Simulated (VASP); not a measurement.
# CaSi2N3 (P6/mmm) in VASP: notebook, part 2 of 2

VASP 6.6.1. The steps go on from the part before.

**5. Single point, PBE, collinear spin, ferromagnetic start**

This run uses another cell than the first one, of 13.15 Å³/atom.

Input file INCAR:

```
ALGO = Normal
EDIFF = 1E-6
ENCUT = 520
GGA = PE
ISIF = 2
ISMEAR = 0
ISPIN = 2
LASPH = T
LCHARG = F
LORBIT = 11
LREAL = F
LWAVE = F
MAGMOM = 0 0 0 1 1 1
NBANDS = 30
NELM = 150
PREC = Accurate
SIGMA = 0.1
```

Input file KPOINTS:

```
k-points
0
Gamma
  6 6 6
```

Input file POSCAR:

```
CaSi2N3
1.0
    5.3175034300      0.0000000000      0.0000000000
   -2.6587517100      4.6050930500      0.0000000000
    0.0000000000      0.0000000000      3.2214362700
Ca Si N
1 2 3
Direct
    0.0000000000      0.0000000000      0.0000000000
    0.3333333300      0.6666666700      0.0000000000
    0.6666666700      0.3333333300      0.0000000000
    0.5000000000      0.0000000000      0.5000000000
    0.5000000000      0.5000000000      0.5000000000
    0.0000000000      0.5000000000      0.5000000000
```

Potentials or basis: VASP PAW PBE potentials, release 64 (Ca_sv, Si, N).

Run with:

```bash
cat potpaw_PBE.64/Ca_sv/POTCAR potpaw_PBE.64/Si/POTCAR potpaw_PBE.64/N/POTCAR > POTCAR
mpirun -np 1 vasp_std > vasp.out
```

OUTCAR:

```text
EDIFF = 1E-6
   ENCUT = 520
   GGA = PE
   ISIF = 2
   ISMEAR = 0
   ISPIN = 2
   LASPH = T
   LORBIT = 11
   LREAL = F
   NELM = 150
   PREC = Accurate

 ion  position               nearest neighbor table
   1  0.000  0.000  0.000-   2 3.07   3 3.07   2 3.07   3 3.07   3 3.07   2 3.07
   2  0.333  0.667  0.000-   4 2.23   4 2.23   6 2.23   6 2.23   5 2.23   5 2.23   3 3.07   1 3.07
                             3 3.07   1 3.07   1 3.07   3 3.07
   3  0.667  0.333  0.000-   4 2.23   4 2.23   6 2.23   6 2.23   5 2.23   5 2.23   2 3.07   1 3.07
                             2 3.07   1 3.07   1 3.07   2 3.07
   4  0.500  0.000  0.500-   2 2.23   3 2.23   2 2.23   3 2.23
[... 1736 lines left out ...]
      0.00000      0.00000      0.00000         0.000000      0.000000      0.000000
     -0.00000      3.07006      0.00000        -0.000000     -0.000000      0.000000
      2.65875      1.53503      0.00000        -0.000000     -0.000000     -0.000000
      2.65875      0.00000      1.61072         0.000000      0.000000      0.000000
      1.32938      2.30255      1.61072         0.000000      0.000000      0.000000
     -1.32938      2.30255      1.61072         0.000000      0.000000      0.000000
 -----------------------------------------------------------------------------------
    total drift:                               -0.000000      0.000000     -0.000000

  FREE ENERGIE OF THE ION-ELECTRON SYSTEM (eV)
  ---------------------------------------------------
  free  energy   TOTEN  =       -33.3840451736 eV

  energy  without entropy=      -33.3669717550  energy(sigma->0) =      -33.37550846

 total charge

# of ion       s       p       d       tot
------------------------------------------
    1        2.025   5.833   0.272   8.129
    2        0.794   0.596   0.000   1.389
    3        0.794   0.596   0.000   1.389
    4        1.307   2.216   0.000   3.523
    5        1.307   2.216   0.000   3.523
    6        1.307   2.216   0.000   3.523
--------------------------------------------------
tot          7.533  13.672   0.272  21.477

 magnetization (x)

# of ion       s       p       d       tot
------------------------------------------
    1       -0.000  -0.000  -0.000  -0.000
    2       -0.000  -0.000   0.000  -0.000
    3       -0.000  -0.000   0.000  -0.000
    4        0.000   0.000   0.000   0.000
    5        0.000   0.000   0.000   0.000
    6        0.000   0.000   0.000   0.000
--------------------------------------------------
tot         -0.000   0.001  -0.000   0.001
```

OSZICAR:

```text
N       E                     dE             d eps       ncg     rms          rms(c)
DAV:   1     0.191547999374E+03    0.19155E+03   -0.15494E+04  3360   0.104E+03
DAV:   2    -0.219446793645E+02   -0.21349E+03   -0.19709E+03  3894   0.257E+02
DAV:   3    -0.359522066509E+02   -0.14008E+02   -0.13564E+02  4472   0.618E+01
DAV:   4    -0.363722593001E+02   -0.42005E+00   -0.41849E+00  5036   0.944E+00
DAV:   5    -0.363768904137E+02   -0.46311E-02   -0.46303E-02  4360   0.958E-01    0.138E+01
DAV:   6    -0.338568501537E+02    0.25200E+01   -0.13470E+01  4188   0.163E+01    0.658E+00
DAV:   7    -0.334451205171E+02    0.41173E+00   -0.22104E+00  4088   0.744E+00    0.288E+00
DAV:   8    -0.333908718078E+02    0.54249E-01   -0.13004E-01  3916   0.211E+00    0.117E+00
DAV:   9    -0.333835903959E+02    0.72814E-02   -0.28698E-02  4712   0.901E-01    0.352E-01
DAV:  10    -0.333837831731E+02   -0.19278E-03   -0.11417E-03  4118   0.202E-01    0.161E-01
DAV:  11    -0.333840178909E+02   -0.23472E-03   -0.47497E-04  4024   0.135E-01    0.463E-02
DAV:  12    -0.333840425118E+02   -0.24621E-04   -0.51499E-05  4282   0.385E-02    0.150E-02
DAV:  13    -0.333840445884E+02   -0.20766E-05   -0.90554E-06  4494   0.168E-02    0.748E-03
DAV:  14    -0.333840451736E+02   -0.58523E-06   -0.24829E-06  3814   0.944E-03
   1 F= -.33384045E+02 E0= -.33375508E+02  d E =-.170734E-01  mag=     0.0006
```

stdout:

```text
POSCAR found type information on POSCAR CaSiN
 POSCAR found :  3 types and       6 ions
 scaLAPACK will be used
 LDA part: xc-table for (Slater+PW92), standard interpolation
 POSCAR, INCAR and KPOINTS ok, starting setup
 FFT: planning ... GRIDC
 FFT: planning ... GRID_SOFT
 FFT: planning ... GRID
 WAVECAR not read
 entering main loop
```

It took 3.6 min on 1 thread of Oxide Virtual Turin-like, shared host; peak memory 0.24 GiB.

What came out:

```
Free energy                                           : -33.3840 eV
Pressure                                              : -17.5 GPa
Net moment                                            : 0.00 μB per cell
Valence electrons inside the program's atomic spheres : Ca 8.13; Si 1.39; N 3.52
```

Stress tensor (GPa, compression positive):
```
  3.05   0.00   0.00
  0.00   3.05   0.00
  0.00   0.00 -58.60
```

Levels at points of the mesh, in eV from the Fermi level:
Spin up:
| k point | band 13 | band 14 | band 15 | band 16 | band 17 | band 18 | band 19 | band 20 |
| --- | --- | --- | --- | --- | --- | --- | --- | --- |
| (0.00, 0.00, 0.00) | -1.89 | -1.89 | -0.18 | -0.18 | 0.08 | 0.39 | 0.60 | 0.60 |
| (0.50, 0.00, 0.00) | -2.89 | -2.88 | -1.95 | -1.15 | -0.37 | -0.19 | 1.17 | 2.22 |
| (0.00, 0.00, 0.50) | -3.86 | -3.86 | 0.14 | 0.14 | 0.38 | 0.99 | 0.99 | 3.37 |
| (0.50, 0.00, 0.50) | -2.53 | -2.25 | -1.95 | -1.81 | 0.32 | 1.05 | 1.11 | 1.74 |
Spin down:
```csv
k point,band 13,band 14,band 15,band 16,band 17,band 18,band 19,band 20
"(0.00, 0.00, 0.00)",-1.89,-1.89,-0.18,-0.18,0.08,0.39,0.60,0.60
"(0.50, 0.00, 0.00)",-2.89,-2.88,-1.95,-1.15,-0.37,-0.19,1.17,2.22
"(0.00, 0.00, 0.50)",-3.86,-3.86,0.14,0.14,0.38,0.99,0.99,3.37
"(0.50, 0.00, 0.50)",-2.52,-2.25,-1.95,-1.81,0.32,1.05,1.11,1.74
```

Caveat: the stress differs along the axes, from -59 to 3 GPa.

**6. Overview**

```csv
task,spin,cell,k mesh,cutoff (eV),gap on the mesh (eV),pressure (GPa),moment (μB)
single point,off,"a = 5.201, b = 5.201, c = 2.605 Å, angles 90.0, 90.0, 120.0°, 6 atoms",12 × 12 × 14,520,none,0.2,-
relaxation of cell and atoms,off,"relaxed from a = 5.318, b = 5.318, c = 3.221 Å, angles 90.0, 90.0, 120.0°, 6 atoms",6 × 6 × 6,600,none,-0.1,-
single point,"collinear, ferromagnetic start","a = 5.205, b = 5.205, c = 2.604 Å, angles 90.0, 90.0, 120.0°, 6 atoms",6 × 6 × 6,520,none,-0.1,0.00
single point,"collinear, ferromagnetic start","a = 5.318, b = 5.318, c = 3.221 Å, angles 90.0, 90.0, 120.0°, 6 atoms",6 × 6 × 6,520,none,-17.5,0.00
```

Alike in all rows: level PBE; potentials or basis VASP PAW PBE potentials, release 64 (Ca_sv, Si, N); smearing gaussian 0.1 eV.

Caveats: some runs use coarse meshes; the volume moved by over 15 % at a fixed basis, so the end points are rough (at least some runs); the stress differs along the axes, from -59 to 3 GPa (at least some runs).

Absolute energies hang on the potentials; compare differences alone.
